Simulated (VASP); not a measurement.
# BaZrO3: relaxation of cell and atoms with LDA

Crystal: BaZrO3.

```
CELL_PARAMETERS angstrom
4.22726 0.00000 0.00000
0.00000 4.22726 0.00000
0.00000 0.00000 4.22726
ATOMIC_POSITIONS crystal
Ba 0.00000 0.00000 0.00000
Zr 0.50000 0.50000 0.50000
O 0.50000 0.50000 0.00000
O 0.50000 0.00000 0.50000
O 0.00000 0.50000 0.50000
```

```
Program                : VASP 6.6.1
Task                   : relaxation of cell and atoms
Functional             : LDA
Potentials or basis    : VASP PAW LDA potentials, release 64 (Ba_sv, Zr_sv, O)
Cutoff                 : 600 eV
k mesh                 : 6 × 6 × 6
Occupations            : fermi-dirac, width 0.02 eV
Spin                   : no spin polarisation
Dipole correction      : no
Further INCAR settings : ALGO = Normal; EDIFF = 1e-07; IBRION = 2; EDIFFG = -0.005; NSW = 80; ISIF = 3
```

```
Relaxed volume                         : 14.38 Å³/atom
Relaxed cell                           : a = 4.158 Å, b = 4.158 Å, c = 4.158 Å, α = 90.00°, β = 90.00°, γ = 90.00°
Space group after relaxing (to 0.05 Å) : Pm-3m (No. 221)
Energy gained by relaxing              : 18.7 meV/atom
Ionic steps                            : 5
Pressure after relaxing                : -0.1 GPa
Band gap on the k mesh                 : 3.12 eV, indirect (least direct gap 3.31 eV)
```

Step by step:
| step | energy change (eV) | largest force (eV/Å) | pressure (GPa) | volume (Å³) |
| --- | --- | --- | --- | --- |
| 1 | 0.0000 | 0.0000 | -7.79 | 75.54 |
| 2 | 0.0465 | 0.0000 | 11.61 | 67.79 |
| 3 | -0.0934 | 0.0000 | -0.11 | 71.91 |
| 4 | -0.0934 | 0.0000 | 0.06 | 71.84 |
| 5 | -0.0934 | 0.0000 | -0.05 | 71.89 |

Final structure:
```
Ba Zr O
1.0
     4.15804    0.00000    0.00000
     0.00000    4.15804    0.00000
     0.00000    0.00000    4.15804
Ba Zr O
1 1 3
Direct
  0.00000 0.00000 0.00000
  0.50000 0.50000 0.50000
  0.50000 0.50000 0.00000
  0.50000 0.00000 0.50000
  0.00000 0.50000 0.50000
```

Levels at points of the mesh, in eV from the valence-band top:
| k point | band 16 | band 17 | band 18 | band 19 | band 20 | band 21 | band 22 | band 23 | band 24 |
| --- | --- | --- | --- | --- | --- | --- | --- | --- | --- |
| (0.00, 0.00, 0.00) | -1.04 | -1.04 | -0.19 | -0.19 | -0.19 | 3.12 | 3.12 | 3.12 | 4.54 |
| (0.50, 0.00, 0.00) | -1.80 | -1.80 | -1.80 | -0.41 | -0.41 | 3.60 | 5.81 | 5.81 | 6.42 |
| (0.50, 0.50, 0.00) | -2.54 | -0.93 | -0.93 | -0.72 | -0.08 | 5.78 | 5.78 | 6.53 | 6.62 |
| (0.50, 0.50, 0.50) | -2.57 | -2.57 | 0.00 | 0.00 | 0.00 | 6.01 | 6.01 | 6.01 | 7.18 |

It took 70 s on 1 thread of Intel(R) Xeon(R) 6975P-C (Granite Rapids) (shared host), peak memory 0.21 GiB.

Caveat: spin-orbit coupling is left out, which moves the levels of the heavy elements. A k mesh can miss the band edges.
